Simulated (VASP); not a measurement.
Input of a VASP 6.6.1 run:

File INCAR:

```
SYSTEM = GaN
PREC     = Accurate       ! precision mode
ENCUT    = 520            ! plane-wave cutoff, eV
EDIFF    = 1E-7           ! SCF threshold, eV
ISMEAR   = 0              ! smearing method
SIGMA    = 0.02           ! smearing width, eV
LREAL    = .False.        ! projectors in reciprocal space
LASPH    = .True.         ! aspherical terms in the spheres
NELM     = 80             ! most SCF steps
ALGO     = Normal         ! electronic algorithm
ISIF     = 2              ! what is computed and relaxed
LWAVE    = .False.        ! write WAVECAR
LCHARG   = .True.         ! write CHGCAR
GGA      = PS             ! functional
LELF     = .True.         ! ELF
LVHAR    = .True.       
NBANDS   = 16             ! bands
```

Contents of KPOINTS:

```
Automatic mesh
0
Gamma
  10 10 10
  0 0 0
```

File POSCAR:

```
GaN
1.0
    0.0000000000      2.2535006075      2.2535006075
    2.2535006075      0.0000000000      2.2535006075
    2.2535006075      2.2535006075      0.0000000000
Ga N
1 1
Direct
    0.0199689318      0.0199689318     -0.0199689318
    0.7500000000      0.7500000000      0.7500000000
```

Potentials or basis: VASP PAW PBE potentials, release 64 (Ga_d, N).

Launch:

```bash
$ cat potpaw_PBE.64/Ga_d/POTCAR potpaw_PBE.64/N/POTCAR > POTCAR
$ mpirun -np 1 vasp_std > vasp.out
```

Q: What does it give for the largest force?

A: 1.066 eV/Å.

Q: What does it give for the pressure?

A: -0.5 GPa.

Q: Predict the band gap on the k mesh.

A: 1.53 eV, direct.

Forces on the atoms (eV/Å):
```
Ga   0.000  0.000 -1.066
N    0.000  0.000  1.066
```

Caveat: the cell differs from its parent crystal (one atom moved); the PAW data sets were made with another functional, which shifts forces and pressure a little.
